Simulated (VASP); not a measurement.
Wanted: the native input for a VASP 6.6.1 run.

```
Task                   : single point
Functional             : r2SCAN
Potentials or basis    : VASP PAW PBE potentials, release 64 (K_sv, Cl)
Cutoff                 : 550 eV
k mesh                 : 5 × 5 × 5
Occupations            : gaussian, width 0.02 eV
Spin                   : no spin polarisation
Dipole correction      : no
Further INCAR settings : ALGO = Normal; EDIFF = 1e-06; NBANDS = 15
```

The system is KCl.

```
K Cl
1.0
     3.83920    0.00000    0.00000
     0.00000    3.83920    0.00000
     0.00000    0.00000    3.83920
K Cl
1 1
Direct
  0.00000 0.00000 0.00000
  0.50000 0.50000 0.50000
```

One way to write it, as run:

POSCAR

```
KCl
1.0
    3.8391960000      0.0000000000      0.0000000000
    0.0000000000      3.8391960000      0.0000000000
    0.0000000000      0.0000000000      3.8391960000
K Cl
1 1
Direct
    0.0000000000      0.0000000000      0.0000000000
    0.5000000000      0.5000000000      0.5000000000
```

INCAR.step1

```
SYSTEM = KCl
  PREC = Accurate
  ENCUT = 550
  ISMEAR = 0
  SIGMA = 0.02
  LREAL = .False.
  LASPH = .True.
  NELM = 120
  NBANDS = 15
  GGA = PE
  ALGO = Normal
  EDIFF = 1E-5
  LWAVE = .True.
  LCHARG = .False.
  GGA_COMPAT = .False.
```

INCAR.step2

```
SYSTEM = KCl
  PREC = Accurate
  ENCUT = 550
  EDIFF = 1E-6
  ISMEAR = 0
  SIGMA = 0.02
  LREAL = .False.
  LASPH = .True.
  NELM = 120
  ALGO = Normal
  ISIF = 2
  LWAVE = .False.
  LCHARG = .False.
  METAGGA = R2SCAN
  LMIXTAU = .True.
  NBANDS = 15
  ISTART = 1
  GGA_COMPAT = .False.
```

KPOINTS

```
Automatic mesh
0
Gamma
  5 5 5
  0 0 0
```

Potentials or basis: VASP PAW PBE potentials, release 64 (K_sv, Cl).

Launch:

```console
$ cat potpaw_PBE.64/K_sv/POTCAR potpaw_PBE.64/Cl/POTCAR > POTCAR
$ cp INCAR.step1 INCAR
$ mpirun -np 1 vasp_std > vasp.out
$ cp INCAR.step2 INCAR
$ mpirun -np 1 vasp_std > vasp.out
```

It gave:

```
Pressure               : -1.1 GPa
Band gap on the k mesh : 5.60 eV (least direct gap 5.76 eV)
```

Caveat: the PAW data sets were made with another functional, which shifts forces and pressure a little; an odd mesh through Γ misses points on the zone boundary, where band edges can lie.

Run time: 40 s on 1 thread of Intel(R) Xeon(R) Platinum 8259CL CPU @ 2.50GHz (Skylake/Cascade Lake), with other jobs on the host, peak memory 0.17 GiB.
